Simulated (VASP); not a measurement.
A run of VASP 6.6.1 is set up as follows.

Contents of INCAR:

```
SYSTEM = CuSi16
PREC = Accurate
ENCUT = 520
EDIFF = 1E-6
ISMEAR = 0
SIGMA = 0.02
LREAL = Auto
LASPH = .TRUE.
NELM = 100
ALGO = Normal
ISIF = 2
LWAVE = .FALSE.
LCHARG = .FALSE.
GGA = PE
NELECT = 74.0
NBANDS = 52
```

KPOINTS

```
regular mesh
0
G
  2 2 2
  0 0 0
```

POSCAR

```
CuSi16
1.0
    0.0000000000      5.4300000000      5.4300000000
    5.4300000000      0.0000000000      5.4300000000
    5.4300000000      5.4300000000      0.0000000000
Si Cu
16 1
Direct
   -0.0033441989      0.0090615101     -0.0002018416
    0.1077354512      0.1592590239      0.1183518416
   -0.0073395028      0.0096428177      0.5001360037
    0.1298510129      0.1173068140      0.6273357274
   -0.0267100368      0.5304993554      0.0044435543
    0.1246837937      0.6218513812      0.1298476980
   -0.0021426335      0.4920345304      0.5080197974
    0.1184277164      0.6208282689      0.6363074586
    0.4850851750      0.0098398711      0.0015199816
    0.6240531308      0.1173553407      0.1277910681
    0.5014590239     -0.0063065378      0.4999735727
    0.6204524862      0.1178576427      0.6287425414
    0.4994282689      0.4919627072     -0.0014474217
    0.6040296501      0.6260132597      0.1346359116
    0.4942325046      0.4924573665      0.5109547882
    0.6248004604      0.6199965930      0.6257249540
    0.2106980663      0.7875034070      0.2589881215
```

Potentials or basis: VASP PAW PBE potentials, release 64 (Si, Cu).

Run with:

```console
$ cat potpaw_PBE.64/Si/POTCAR potpaw_PBE.64/Cu/POTCAR > POTCAR
$ mpirun -np 1 vasp_std > vasp.out
```

Task: Predict the largest force.

Result: 0.033 eV/Å.

Forces on the atoms (eV/Å):
```
Si  -0.001 -0.008 -0.002
Si   0.021 -0.019  0.016
Si   0.000  0.000  0.004
Si  -0.001  0.007 -0.001
Si  -0.013 -0.008  0.009
Si  -0.002 -0.016 -0.011
Si  -0.008 -0.001 -0.005
Si   0.001 -0.003  0.005
Si   0.002  0.005 -0.004
Si   0.007  0.009 -0.005
Si  -0.002  0.015 -0.005
Si   0.007  0.010  0.001
Si   0.006  0.002 -0.008
Si   0.004  0.003 -0.002
Si  -0.003  0.005  0.003
Si   0.000  0.012 -0.004
Cu  -0.018 -0.014  0.009
```

Caveat: the k points lie up to 0.50 Å⁻¹ apart; the cell carries a net charge on a neutralising background, which shifts energy and pressure.
